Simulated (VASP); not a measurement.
A run of VASP 6.6.1 is set up as follows.

The input INCAR:

```
SYSTEM = Ni
  PREC = Accurate
  ENCUT = 520
  EDIFF = 1E-8
  ISMEAR = -1
  SIGMA = 0.05
  LREAL = .False.
  LASPH = .True.
  NELM = 150
  ALGO = Normal
  ISIF = 2
  LWAVE = .False.
  LCHARG = .False.
  ISPIN = 2
  MAGMOM = 1.5
  LORBIT = 11
  LMAXMIX = 4
  GGA = CA
  LEFG = .True.
  NBANDS = 15
```

The input KPOINTS:

```
regular mesh
0
Gamma
  20 20 20
  0 0 0
```

Contents of POSCAR:

```
Ni
1.0
    0.0000000000      1.7502705000      1.7679500000
    1.7502705000      0.0000000000      1.7679500000
    1.7502705000      1.7502705000      0.0000000000
Ni
1
Direct
    0.0000000000      0.0000000000      0.0000000000
```

Potentials or basis: VASP PAW LDA potentials, release 64 (Ni).

Launch:

```bash
$ cat potpaw_LDA.64/Ni/POTCAR > POTCAR
$ mpirun -np 1 vasp_std > vasp.out
```

**Question.** Predict the net moment.

**Answer.** 0.61 μB per cell.

**Question.** Estimate the pressure.

**Answer.** -16.0 GPa.

**Question.** Estimate the site moments.

**Answer.** Ni +0.61 μB.

Stress tensor (GPa, compression positive):
```
-15.65   0.00   0.00
  0.00 -15.65   0.00
  0.00   0.00 -16.82
```

Caveat: the cell differs from its parent crystal (equal xx and yy strain of -1 %); without QUAD_EFG the Cq values of the log hold for a quadrupole moment of 1 mb, not for the nuclei.
